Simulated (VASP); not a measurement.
The system is LiCl.

```
CELL_PARAMETERS angstrom
4.22930 0.00000 0.00000
0.00000 3.00518 0.00000
-1.26994 0.00000 7.19830
ATOMIC_POSITIONS crystal
Li 0.22594 0.65954 0.88717
Li 0.77406 0.15954 0.61283
Li 0.77406 0.34046 0.11283
Li 0.22594 0.84046 0.38717
Cl 0.27406 0.34046 0.61283
Cl 0.72594 0.84046 0.88717
Cl 0.72594 0.65954 0.38717
Cl 0.27406 0.15954 0.11283
```

The cell was generated, and may not be a known phase.

| Property | Result |
| --- | --- |
| Program | VASP 6.6.1 |
| Task | relaxation of cell and atoms |
| Functional | PBE |
| Potentials or basis | VASP PAW PBE potentials, release 64 (Li_sv, Cl) |
| Cutoff | 600 eV |
| k mesh | 4 × 6 × 4 |
| Occupations | gaussian, width 0.1 eV |
| Spin | no spin polarisation |

At the start: pressure 36.1 GPa; volume 11.44 Å³/atom.

**Question.** How do energy, volume and symmetry change on relaxing?

**Answer.** Over 21 steps the energy falls by 628.5 meV/atom and the volume is 16.76 Å³/atom (+46.5 %); space group P2_1/c (No. 14, to 0.1 Å) before, C2/m (No. 12, to 0.1 Å).

The path:
```
step  energy change (eV)  largest force (eV/Å)  pressure (GPa)  volume (Å³)
   1              0.0000                1.0455           36.11        91.49
   2             -4.2283                0.5167            3.06       129.82
   3             -4.3599                0.4891            0.67       137.35
   4             -4.3151                0.4517           -2.65       153.25
   5             -4.3864                0.4717           -0.88       143.66
   6             -4.3865                0.4746           -0.61       142.46
   7             -4.5253                0.4214           -0.46       141.54
   8             -4.7019                0.3127            0.02       139.06
   9             -4.7157                0.2838            0.27       137.99
  10             -4.7785                0.2247           -0.01       138.60
  11             -4.8555                0.2174           -0.64       140.17
  12             -4.9121                0.1872           -0.03       136.81
  13             -4.9423                0.2052            1.28       131.29
  14             -4.9700                0.1687            0.86       132.28
  15             -4.9849                0.1534            0.39       133.67
  16             -5.0009                0.1058           -0.04       134.96
  17             -5.0074                0.0862           -0.46       136.40
  18             -5.0145                0.0760           -0.12       134.94
  19             -5.0166                0.0656            0.23       133.55
  20             -5.0214                0.0496            0.18       133.68
  21             -5.0276                0.0289            0.06       134.06
```

Final structure:
```cif
data_structure
_symmetry_space_group_name_H-M 'P 1'
_symmetry_Int_Tables_number 1
_cell_length_a 5.0695
_cell_length_b 3.6194
_cell_length_c 7.3068
_cell_angle_alpha 90.000
_cell_angle_beta 90.643
_cell_angle_gamma 90.000
_cell_volume 134.06
loop_
_atom_site_label
_atom_site_type_symbol
_atom_site_fract_x
_atom_site_fract_y
_atom_site_fract_z
_atom_site_occupancy
Li1 Li 0.24825 0.74794 0.87693 1
Li2 Li 0.75175 0.24794 0.62307 1
Li3 Li 0.75175 0.25206 0.12307 1
Li4 Li 0.24825 0.75206 0.37693 1
Cl1 Cl 0.24919 0.25268 0.62531 1
Cl2 Cl 0.75081 0.75268 0.87469 1
Cl3 Cl 0.75081 0.74732 0.37469 1
Cl4 Cl 0.24919 0.24732 0.12531 1
```

Caveat: the cutoff is under 1.25 times the usual one of these potentials, so pressure, stress and relaxed cells hold a basis-set (Pulay) error; the volume moved by over 15 % at a fixed basis, so the end points are rough.
